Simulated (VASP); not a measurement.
# MgO (Periclase) (Fm-3m) in VASP: a series of runs, part 2 of 2

VASP 6.6.1. The steps go on from the part before.

## 3. G0W0 quasiparticle levels, PBE

The input, POSCAR:

```
MgO
1.0
    0.0000000000      2.1021680256      2.1021680256
    2.1021680256      0.0000000000      2.1021680256
    2.1021680256      2.1021680256      0.0000000000
Mg O
1 1
Direct
    0.0000000000      0.0000000000      0.0000000000
    0.5000000000      0.5000000000      0.5000000000
```

The input, INCAR.step1:

```
PREC = Accurate ; ENCUT = 500
EDIFF = 1E-8 ; ISMEAR = 0
SIGMA = 0.01 ; LREAL = F
LASPH = T ; NELM = 100
ALGO = Normal ; LWAVE = T
LCHARG = F ; GGA = PE
```

The input, INCAR.step2:

```
PREC = Accurate ; ENCUT = 500
EDIFF = 1E-8 ; ISMEAR = 0
SIGMA = 0.01 ; LREAL = F
LASPH = T ; NELM = 1
ALGO = Exact ; LWAVE = T
LCHARG = F ; GGA = PE
NBANDS = 34 ; LOPTICS = T
ISTART = 1
```

The input, INCAR.step3:

```
PREC = Accurate ; ENCUT = 500
EDIFF = 1E-8 ; ISMEAR = 0
SIGMA = 0.01 ; LREAL = F
LASPH = T ; ALGO = EVGW0
LWAVE = F ; LCHARG = F
GGA = PE ; NELMGW = 1
NBANDS = 34 ; ENCUTGW = 60.0
NOMEGA = 48 ; PRECFOCK = Fast
ISTART = 1 ; NBANDSGW = 12
```

The input, KPOINTS:

```
regular mesh
0
Gamma
  4 4 4
```

Potentials or basis: VASP PAW PBE potentials, release 64 (Mg_GW, O_GW).

Run with:

```console
$ cat potpaw_PBE.64/Mg_GW/POTCAR potpaw_PBE.64/O_GW/POTCAR > POTCAR
$ cp INCAR.step1 INCAR
$ mpirun -np 1 vasp_std > vasp.out
$ cp INCAR.step2 INCAR
$ mpirun -np 1 vasp_std > vasp.out
$ cp INCAR.step3 INCAR
$ mpirun -np 1 vasp_std > vasp.out
```

OUTCAR:

```text
PREC = Accurate
   ENCUT = 500
   EDIFF = 1E-8
   ISMEAR = 0
   LREAL = F
   LASPH = T
   GGA = PE
   NELMGW = 1
   ENCUTGW = 60.0
   PRECFOCK = Fast
   ISTART = 1

 ion  position               nearest neighbor table
   1  0.000  0.000  0.000-   2 2.10   2 2.10   2 2.10   2 2.10   2 2.10   2 2.10
   2  0.500  0.500  0.500-   1 2.10   1 2.10   1 2.10   1 2.10   1 2.10   1 2.10

  LATTYP: Found a face centered cubic cell.
 ALAT       =     4.2043360512

  Lattice vectors:

 A1 = (   0.0000000000,   2.1021680256,   2.1021680256)
 A2 = (   2.1021680256,   0.0000000000,   2.1021680256)
 A3 = (   2.1021680256,   2.1021680256,   0.0000000000)

Analysis of symmetry for initial positions (statically):
=====================================================================
 Subroutine PRICEL returns:
 Original cell was already a primitive cell.

 Routine SETGRP: Setting up the symmetry group for a
 face centered cubic supercell.

 Subroutine GETGRP returns: Found 48 space group operations
 (whereof 48 operations were pure point group operations)
 out of a pool of 48 trial point group operations.

The static configuration has the point symmetry O_h .

Analysis of symmetry for dynamics (positions and initial velocities):
=====================================================================
 Subroutine PRICEL returns:
 Original cell was already a primitive cell.

 Routine SETGRP: Setting up the symmetry group for a
 face centered cubic supercell.

 Subroutine GETGRP returns: Found 48 space group operations
 (whereof 48 operations were pure point group operations)
 out of a pool of 48 trial point group operations.

The dynamic configuration has the point symmetry O_h .

 Subroutine INISYM returns: Found 48 space group operations
 (whereof 48 operations are pure point group operations),
 and found     1 'primitive' translations

----------------------------------------------------------------------------------------

                                     Primitive cell

  volume of cell :      18.5794

  direct lattice vectors                    reciprocal lattice vectors
     0.000000000  2.102168026  2.102168026    -0.237849684  0.237849684  0.237849684
     2.102168026  0.000000000  2.102168026     0.237849684 -0.237849684  0.237849684
     2.102168026  2.102168026  0.000000000     0.237849684  0.237849684 -0.237849684

  length of vectors
     2.972914532  2.972914532  2.972914532     0.411967737  0.411967737  0.411967737

  position of ions in fractional coordinates (direct lattice)
     0.000000000  0.000000000  0.000000000
     0.500000000  0.500000000  0.500000000

  ion indices of the primitive-cell ions
   primitive index   ion index
                 1           1
                 2           2

----------------------------------------------------------------------------------------

 KPOINTS: regular mesh
[... 22 lines left out ...]

 Following reciprocal coordinates:
            Coordinates               Weight
  0.000000  0.000000  0.000000      1.000000
  0.250000  0.000000  0.000000      8.000000
  0.500000  0.000000  0.000000      4.000000
  0.250000  0.250000  0.000000      6.000000
  0.500000  0.250000  0.000000     24.000000
 -0.250000  0.250000  0.000000     12.000000
  0.500000  0.500000  0.000000      3.000000
 -0.250000  0.500000  0.250000      6.000000
   k-points           NKPTS =      8   k-points in BZ     NKDIM =     64   number of bands    NBANDS=     34
   number of dos      NEDOS =    301   number of ions     NIONS =      2
   total plane-waves  NPLWV =  13824
   dimension x,y,z NGX =    24 NGY =   24 NGZ =   24
   dimension x,y,z NGXF=    48 NGYF=   48 NGZF=   48
   ions per type =               1   1
   NGX,Y,Z   is equivalent  to a cutoff of  13.42, 13.42, 13.42 a.u.
   NGXF,Y,Z  is equivalent  to a cutoff of  26.84, 26.84, 26.84 a.u.
 SYSTEM =  unknown system
   PREC   = accura    normal or accurate (medium, high low for compatibility)
   ISTART =      1    job   : 0-new  1-cont  2-samecut
   ICHARG =      0    charge: 1-file 2-atom 10-const
   ISPIN  =      1    spin polarized calculation?
   LNONCOLLINEAR =      F non collinear calculations
   LSORBIT =      F    spin-orbit coupling
   LASPH  =      T    aspherical Exc in radial PAW
   ENCUT  =  500.0 eV  36.75 Ry    6.06 a.u.   5.42  5.42  5.42*2*pi/ulx,y,z
   NELM   =     60;   NELMIN=  2; NELMDL=  0     # of ELM steps
   EDIFF  = 0.1E-07   stopping-criterion for ELM
   LREAL  =      F    real-space projection
   EDIFFG = 0.1E-06   stopping-criterion for IOM
   NSW    =      0    number of steps for IOM
   IBRION =     -1    ionic relax: 0-MD 1-quasi-New 2-CG
   NFREE  =      0    steps in history (QN), initial steepest desc. (CG)
   ISIF   =      0    stress and relaxation
   ISYM   =      3    0-nonsym 1-usesym 2-fastsym
   POTIM  = 0.5000    time-step for ionic-motion
   TEBEG  =    0.0;   TEEND  =   0.0 temperature during run
   PSTRESS=    0.0 pullay stress
   NELECT =       8.0000    total number of electrons
   NUPDOWN=      -1.0000    fix difference up-down
   EMIN   =  10.00;   EMAX   =-10.00  energy-range for DOS
   EFERMI =   0.00;   METHOD = LEGACY
   ISMEAR =     0;   SIGMA  =   0.01  broadening in eV -4-tet -1-fermi 0-gaus
   EFERMI_NEDOS =   21; number of points for ismear=-14 and -15
   IALGO  =     38    algorithm
   IMIX   =      4    mixing-type and parameters
     AMIX     =   0.40;   BMIX     =  1.00
     AMIX_MAG =   1.60;   BMIX_MAG =  1.00
  volume/ion in A,a.u.               =       9.29        62.69
  Fermi-wavevector in a.u.,A,eV,Ry     =   1.236215  2.336108 20.792804  1.528228
  Thomas-Fermi vector in A             =   2.370833
   LORBIT       =      0    0 simple, 1 ext, 2 COOP (PROOUT), +10 PAW based schemes
   GGA     = PE    functional components
   LHFCALC =     T    Hartree Fock is set to
   PRECFOCK=fast      Normal, Fast or Accurate (Low or Medium for compatibility)
   ENCUT4O =  -1.0   cutoff for four orbital integrals eV
   NKREDX  =     1    reduce k-point grid by
   NKREDY  =     1    reduce k-point grid by
   NKREDZ  =     1    reduce k-point grid by
   AEXX    =    1.0000 exact exchange contribution
   HFSCREEN=    0.0000 screening length (either q_TF or 0.3 A-1)
   HFSCREENC=   0.0000 screening length for correlation (either q_TF or 0.3 A-1)
   ENCUTFOCK=  -1.0 apply spherical cutoff to Coloumb kernel
   IVDW    =     0    specifies the selected vdW correction
   LEPSILON=     F    determine dielectric tensor
   LRPA    =     F    only Hartree local field effects (RPA)
   LRPAFORCE           =     F    calculate RPA forces
   ENCUTGW             =  60.0    cutoff for response function in eV
   ENCUTGWSOFT         =  48.0    soft cutoff for Coulomb kernel in GW response function in eV
   ENCUTLF             =  -1.0    cutoff for local field effects
   NELMGW              =     1    number of iterations in solving QP/BSE equation
   NELMHF              =     1    number of iterations in the inner HF iteration
   NKREDLFX            =     1    NKREDLFY  =   1   NKREDLFZ  =   1
 non-spin polarized calculation
 Gauss-broadening in eV      SIGMA  =   0.01
  energy-cutoff  :      500.00
  volume of cell :       18.58
 maximum number of plane-waves:       483
 NGX is ok and might be reduce to    24
  NGX = 12; NGY = 12; NGZ = 12
   NGX = 11   NGY = 11   NGZ = 11
 maximum number of plane-waves:        22
 NGX is ok and might be reduce to    10

 QP shifts <psi_nk| G(iteration)W_0 |psi_nk>: iteration 1
 for sc-GW calculations column KS-energies equals QP-energies in previous step
 and V_xc(KS)=  KS-energies - (<T + V_ion + V_H > + <T+V_H+V_ion>^1  + <V_x>^1)

 k-point   1 :       0.0000    0.0000    0.0000
  band No.  KS-energies  QP-energies   sigma(KS)   V_xc(KS)     V^pw_x(r,r')   Z            occupation Imag(sigma)

      1     -14.0605     -16.5449     -21.5151     -18.1170     -29.9024       0.7311       2.0000       1.2209
      2       3.2384       2.2341     -21.0087     -19.7374     -25.3280       0.7900       2.0000       0.1096
      3       3.2384       2.2341     -21.0087     -19.7374     -25.3280       0.7900       2.0000       0.1096
      4       3.2384       2.2341     -21.0087     -19.7374     -25.3280       0.7900       2.0000       0.1096
      5       8.0105       9.1737     -10.8191     -12.2112      -7.2876       0.8356       0.0000      -0.0783
      6      19.0644      20.4548      -7.3765      -9.0615      -3.0699       0.8251       0.0000      -0.1282
      7      19.0644      20.4548      -7.3765      -9.0615      -3.0699       0.8251       0.0000      -0.1282
      8      19.0644      20.4548      -7.3765      -9.0615      -3.0699       0.8251       0.0000      -0.1282
      9      22.9983      23.5576      -7.2043      -7.9273      -1.6746       0.7736       0.0000      -0.5067
     10      24.7766      26.5192      -7.7456      -9.8772      -3.2530       0.8175       0.0000      -0.1983
     11      24.7766      26.5192      -7.7456      -9.8772      -3.2530       0.8175       0.0000      -0.1983
     12      27.3739      29.0645      -7.3661      -9.4935      -1.8714       0.7946       0.0000      -0.5234
[... 100 lines left out ...]
      1     -12.4467     -14.8934     -23.1192     -19.8657     -31.3951       0.7520       2.0000       1.0200
      2       0.2614      -1.2853     -18.1495     -16.1539     -22.4652       0.7751       2.0000       0.1448
      3       0.2614      -1.2853     -18.1495     -16.1539     -22.4652       0.7751       2.0000       0.1448
      4       1.4557       0.1243     -19.2353     -17.5357     -23.5401       0.7834       2.0000       0.1289
      5      14.9214      16.6407     -10.6926     -12.8200      -6.6744       0.8082       0.0000      -0.1149
      6      14.9214      16.6407     -10.6926     -12.8200      -6.6744       0.8082       0.0000      -0.1149
      7      15.4549      17.2992      -9.2183     -11.4531      -5.2480       0.8253       0.0000      -0.1024
      8      18.7732      20.3157      -8.4658     -10.3835      -3.7594       0.8043       0.0000      -0.1771
      9      25.2039      26.7868      -8.3097     -10.3093      -3.0160       0.7916       0.0000      -0.4437
     10      25.2039      26.7868      -8.3097     -10.3093      -3.0160       0.7916       0.0000      -0.4437
     11      29.6143      31.7750      -8.4612     -11.0127      -3.5083       0.8468       0.0000      -0.6306
     12      32.2563      34.6560      -9.3872     -12.2262      -3.8505       0.8453       0.0000      -0.9836
```

Wall time 26 s (1 thread of Intel Xeon 8259CL, shared host); peak memory 0.17 GiB.

Results:

| Property | Result |
| --- | --- |
| Band gap on the k mesh, mean-field level | 4.77 eV, direct |
| Quasiparticle gap | 6.94 eV |
| Least direct quasiparticle gap | 6.94 eV |

Caveat: the k points lie up to 0.65 Å⁻¹ apart; bands, screening cutoff and mesh are small and nothing is extrapolated, so the quasiparticle values aren't converged.
